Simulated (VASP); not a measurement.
Set up this calculation in VASP 6.6.1, as the native input.

```
Task                   : relaxation of cell and atoms
Functional             : r2SCAN
Potentials or basis    : VASP PAW PBE potentials, release 64 (Na_sv, F)
Cutoff                 : 970 eV
k mesh                 : 8 × 8 × 8
Occupations            : fermi-dirac, width 0.02 eV
Spin                   : no spin polarisation
Dipole correction      : no
Mended                 : yes
Further INCAR settings : ALGO = Normal; EDIFF = 1e-07; IBRION = 2; EDIFFG = -0.005; NSW = 80; ISIF = 3
```

Crystal: NaF.

```
Na F
1.0
     0.00000    2.35030    2.35030
     2.35030    0.00000    2.35030
     2.35030    2.35030    0.00000
Na F
1 1
Cartesian
  0.0000 0.0000 0.0000
  2.3503 2.3503 2.3503
```

These files were run (other wordings do the same):

POSCAR

```
NaF
1.0
    0.0000000000      2.3502977262      2.3502977262
    2.3502977262      0.0000000000      2.3502977262
    2.3502977262      2.3502977262      0.0000000000
Na F
1 1
Direct
    0.0000000000      0.0000000000      0.0000000000
    0.5000000000      0.5000000000      0.5000000000
```

INCAR.step1

```
SYSTEM = NaF
ALGO = Normal
EDIFF = 1E-5
EDIFFG = -0.005
ENCUT = 970
GGA = PE
GGA_COMPAT = .FALSE.
IBRION = 2
ISIF = 3
ISMEAR = -1
LASPH = .TRUE.
LCHARG = .FALSE.
LREAL = .FALSE.
LWAVE = .TRUE.
NELM = 120
NELMIN = 4
NSW = 100
PREC = Accurate
SIGMA = 0.02
```

INCAR.step2

```
SYSTEM = NaF
ALGO = Normal
EDIFF = 1E-7
EDIFFG = -0.005
ENCUT = 970
GGA_COMPAT = .FALSE.
IBRION = 2
ISIF = 3
ISMEAR = -1
ISTART = 1
LASPH = .TRUE.
LCHARG = .FALSE.
LMIXTAU = .TRUE.
LREAL = .FALSE.
LWAVE = .FALSE.
METAGGA = R2SCAN
NELM = 120
NELMIN = 4
NSW = 80
PREC = Accurate
SIGMA = 0.02
```

KPOINTS

```
k-points
0
G
  8 8 8
  0 0 0
```

Potentials or basis: VASP PAW PBE potentials, release 64 (Na_sv, F).

Run with:

```sh
$ cat potpaw_PBE.64/Na_sv/POTCAR potpaw_PBE.64/F/POTCAR > POTCAR
$ cp INCAR.step1 INCAR
$ mpirun -np 1 vasp_std > vasp.out
$ cp INCAR.step2 INCAR
$ mpirun -np 1 vasp_std > vasp.out
```

It gave:

```
Relaxed volume                        : 12.00 Å³/atom
Relaxed cell                          : a = 3.238 Å, b = 3.238 Å, c = 3.238 Å, α = 60.00°, β = 60.00°, γ = 60.00°
Space group after relaxing (to 0.1 Å) : Fm-3m (No. 225)
Energy gained by relaxing             : 12.3 meV/atom
Ionic steps                           : 4
Pressure after relaxing               : 0.0 GPa
Band gap on the k mesh                : 7.34 eV
```

Caveat: the PAW data sets were made with another functional, which shifts forces and pressure a little.

Wall time 5.6 min on 1 thread of Intel(R) Xeon(R) Platinum 8259CL CPU @ 2.50GHz (Skylake/Cascade Lake), on a shared host, peak memory 0.22 GiB.
